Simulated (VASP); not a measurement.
Runs of VASP 6.6.1 on Pb. The structure is that of space group P6_3/mmc (No. 194), or close to it. The cells are those of the table. 

```csv
cell,k mesh,gap on the mesh (eV),pressure (GPa)
"a = 3.476, b = 3.476, c = 11.233 Å, angles 90.0, 90.0, 120.0°, 4 atoms",11 × 11 × 3,none,(a)
"a = 3.711, b = 3.711, c = 11.994 Å, angles 90.0, 90.0, 120.0°, 4 atoms",11 × 11 × 3,none,(c)
"a = 3.525, b = 3.525, c = 11.394 Å, angles 90.0, 90.0, 120.0°, 4 atoms",11 × 11 × 3,none,1.6
"a = 3.573, b = 3.573, c = 11.550 Å, angles 90.0, 90.0, 120.0°, 4 atoms",13 × 13 × 4,none,0.0
"a = 3.666, b = 3.666, c = 11.850 Å, angles 90.0, 90.0, 120.0°, 4 atoms",11 × 11 × 3,none,-2.6
"a = 3.573, b = 3.573, c = 11.550 Å, angles 90.0, 90.0, 120.0°, 4 atoms",11 × 11 × 3,none,-0.1
"a = 3.621, b = 3.621, c = 11.702 Å, angles 90.0, 90.0, 120.0°, 4 atoms",11 × 11 × 3,none,-1.5
"a = 3.424, b = 3.424, c = 11.068 Å, angles 90.0, 90.0, 120.0°, 4 atoms",11 × 11 × 3,none,(b)
```

Alike in all rows: task single point; level PBE; potentials or basis VASP PAW PBE potentials, release 64 (Pb_d); no spin polarisation; cutoff (eV) 520; smearing fermi-dirac 0.1 eV.

Q: Fill in the values left out.

A: (a) 3.9; (b) 6.7; (c) -3.4.

Caveats: spin-orbit coupling is left out, which moves the levels of the heavy elements.

A k mesh can miss the band edges, and the runs leave out spin-orbit coupling on Pb.

A gap of «none» marks levels without a gap at the run's occupations.
